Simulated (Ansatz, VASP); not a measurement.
# Two plane-wave programs on I

The input POSCAR:

```
I
1.0
    0.0000000000      2.8664255572      2.8664255572
    2.8664255572      0.0000000000      2.8664255572
    2.8664255572      2.8664255572      0.0000000000
I
1
Direct
    0.0000000000      0.0000000000      0.0000000000
```

INCAR.step1

```
  PREC = Accurate
  ENCUT = 600
  ISMEAR = 0
  SIGMA = 0.1
  LREAL = False
  LASPH = True
  NELM = 100
  GGA = PE
  ALGO = Normal
  EDIFF = 1E-4
  LWAVE = True
  LCHARG = False
```

The input INCAR.step2:

```
  PREC = Accurate
  ENCUT = 600
  EDIFF = 1E-7
  ISMEAR = 0
  SIGMA = 0.1
  LREAL = False
  LASPH = True
  NELM = 100
  ALGO = Normal
  ISIF = 3
  LWAVE = False
  LCHARG = False
  METAGGA = R2SCAN
  LMIXTAU = True
  IBRION = 2
  NSW = 100
  EDIFFG = -0.01
  ISTART = 1
```

The input KPOINTS:

```
Automatic mesh
0
Gamma
  12 12 12
```

Input for Ansatz:

```yaml
crystal:
  lattice:
    - [0.0, 2.8664255572, 2.8664255572]
    - [2.8664255572, 0.0, 2.8664255572]
    - [2.8664255572, 2.8664255572, 0.0]
  atoms:
    - { symbol: I, position: [0.0, 0.0, 0.0] }
basis:
  ecutwfc: 500
kpoints:
  mp_grid: { grid: [12, 12, 12] }
hamiltonian:
  xc: r2scan
scf:
  occupations: { method: gaussian, width: 0.1 }
output:
  forces: true
  stress: true
  eigenvalues: true
relax:
  adjacent_minimum: "off"
  f_tol: 0.01
  max_steps: 80
  cell: { stress_tol: 0.05 }
```

Alike in both runs: task relaxation of cell and atoms; functional r2SCAN; k mesh 12 × 12 × 12; occupations gaussian, width 0.1 eV; no spin polarisation.

|  | VASP | Ansatz |
| --- | --- | --- |
| version | VASP 6.6.1 | Ansatz 0.2.0 |
| potentials or method | VASP PAW PBE potentials, release 64 (I), cutoff 600 eV | scalar-relativistic, plane waves, PAW |
| valence electrons in the cell | 7 | 17 |

```tsv
	VASP	Ansatz	Ansatz less VASP
gap on the k mesh at the Fermi level, each at its own relaxed structure (eV)	none	none	-
relaxed volume (Å³/atom)	35.38	35.39	+0.005
relaxed cell length with the largest relative difference (Å)	3.685	3.685	+0.0002
```

VASP's potentials were made for PBE, not for r2SCAN. A gap of «none» marks a metal or a gap that the smearing closes. VASP's potentials hold 7 valence electrons a cell and Ansatz's 17, so a difference there can come from the potentials and not from the codes.

Neither program's run includes spin-orbit coupling. Noted on VASP's run: the volume moved by over 15 % at a fixed basis, so the end points are rough.
